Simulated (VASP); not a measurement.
Runs of VASP 6.6.1 on Au. The structure is that of space group Im-3m (No. 229), or close to it. The cells are those of the table. 

```tsv
cell	gap on the mesh (eV)	pressure (GPa)
a = 2.948 Å, angles 109.5°, 1 atom	none	-16.5
a = 2.902 Å, angles 110.1, 110.1, 108.2°, 1 atom	none	(a)
a = 2.878 Å, angles 109.5°, 1 atom	none	-10.4
a = 2.715 Å, angles 110.9, 110.9, 106.7°, 1 atom	none	23.8
a = 2.832 Å, angles 108.1, 108.1, 112.1°, 1 atom	none	-3.9
a = 2.667 Å, angles 109.5°, 1 atom	none	41.3
a = 2.855 Å, angles 110.8, 110.8, 106.8°, 1 atom	none	-7.4
a = 2.738 Å, angles 109.5°, 1 atom	none	(b)
```

Alike in all rows: task single point; level PBEsol; potentials or basis VASP PAW PBE potentials, release 64 (Au); no spin polarisation; k mesh 26 × 26 × 26; cutoff (eV) 520; smearing gaussian 0.15 eV.

Task: Estimate the missing entries.

Result: (a) -12.8; (b) 16.3.

Caveats: the PAW data sets were made with another functional, which shifts forces and pressure a little; spin-orbit coupling is left out, which moves the levels of the heavy elements.

A k mesh can miss the band edges, and the runs leave out spin-orbit coupling on Au.

A gap of «none» marks levels without a gap at the run's occupations.
